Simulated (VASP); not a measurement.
The system is ZnAu.

```
CELL_PARAMETERS angstrom
3.19053 0.00000 0.00000
0.00000 3.19053 0.00000
0.00000 0.00000 3.19053
ATOMIC_POSITIONS crystal
Zn 0.50000 0.50000 0.50000
Au 0.00000 0.00000 0.00000
```

```yaml
Program: VASP 6.6.1
Task: relaxation of cell and atoms
Functional: PBE
Dispersion: D3(BJ)
Potentials_or_basis: VASP PAW PBE potentials, release 64 (Zn, Au)
Cutoff: 600 eV
k_mesh: 18 × 18 × 18
Occupations: gaussian, width 0.1 eV
Spin: no spin polarisation
```

At the start: pressure -5.7 GPa; volume 16.24 Å³/atom.

Q: Where does the relaxation end?

A: Over 3 steps the energy falls by 13.9 meV/atom and the volume is 15.50 Å³/atom (-4.6 %); space group Pm-3m (No. 221, to 0.1 Å) before and after.

The path:
```csv
step,energy change (eV),largest force (eV/Å),pressure (GPa),volume (Å³)
1,0.0000,0.0000,-5.72,32.48
2,-0.0082,0.0000,5.71,29.83
3,-0.0278,0.0000,-0.02,30.99
```

Final structure:
```
CELL_PARAMETERS angstrom
3.14108 0.00000 0.00000
0.00000 3.14108 0.00000
0.00000 0.00000 3.14108
ATOMIC_POSITIONS crystal
Zn 0.50000 0.50000 0.50000
Au 0.00000 0.00000 0.00000
```
